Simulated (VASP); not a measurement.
Write the native input for VASP 6.6.1 that does the following.

* Task: single point
* Functional: PBEsol
* Potentials or basis: VASP PAW PBE potentials, release 64 (Sr_sv, Ti_sv, O)
* Cutoff: 520 eV
* k mesh: 8 × 8 × 8
* Occupations: gaussian, width 0.05 eV
* Spin: no spin polarisation
* Dipole correction: no
* Further INCAR settings: ALGO = Normal; EDIFF = 1e-07; NBANDS = 28

The structure of SrTiO3 lies in POSCAR:

```
SrTiO3
1.0
    4.0078537395      0.0000000000      0.0000000000
    0.0000000000      4.0078537395      0.0000000000
    0.0000000000      0.0000000000      4.0078537395
Sr Ti O
1 1 3
Direct
    0.0000000000      0.0000000000      0.0000000000
    0.5000000000      0.5000000000      0.5000000000
    0.0000000000      0.5000000000      0.5000000000
    0.5000000000      0.0000000000      0.5000000000
    0.5000000000      0.5000000000      0.0000000000
```

This cell differs from its parent crystal: strain +0.030 along x and y, +0.030 along z.

One way to write it, as run:

INCAR

```
SYSTEM = SrTiO3
ALGO = Normal
EDIFF = 1E-7
ENCUT = 520
GGA = PS
ISIF = 2
ISMEAR = 0
LASPH = .TRUE.
LCHARG = .FALSE.
LREAL = .FALSE.
LWAVE = .FALSE.
NBANDS = 28
NELM = 100
PREC = Accurate
SIGMA = 0.05
```

KPOINTS

```
k-points
0
G
  8 8 8
  0 0 0
```

Potentials or basis: VASP PAW PBE potentials, release 64 (Sr_sv, Ti_sv, O).

Command:

```sh
$ cat potpaw_PBE.64/Sr_sv/POTCAR potpaw_PBE.64/Ti_sv/POTCAR potpaw_PBE.64/O/POTCAR > POTCAR
$ mpirun -np 1 vasp_std > vasp.out
```

It gave:

- Pressure: -13.0 GPa
- Band gap on the k mesh: 1.66 eV (least direct gap 2.06 eV)

Caveat: the cell differs from its parent crystal (strain +0.030 along x and y, +0.030 along z); the cell stands under tension; the PAW data sets were made with another functional, which shifts forces and pressure a little.

Wall time 35 s on 1 thread of Intel(R) Xeon(R) 6975P-C (Granite Rapids), on a shared host, peak memory 0.2 GiB.
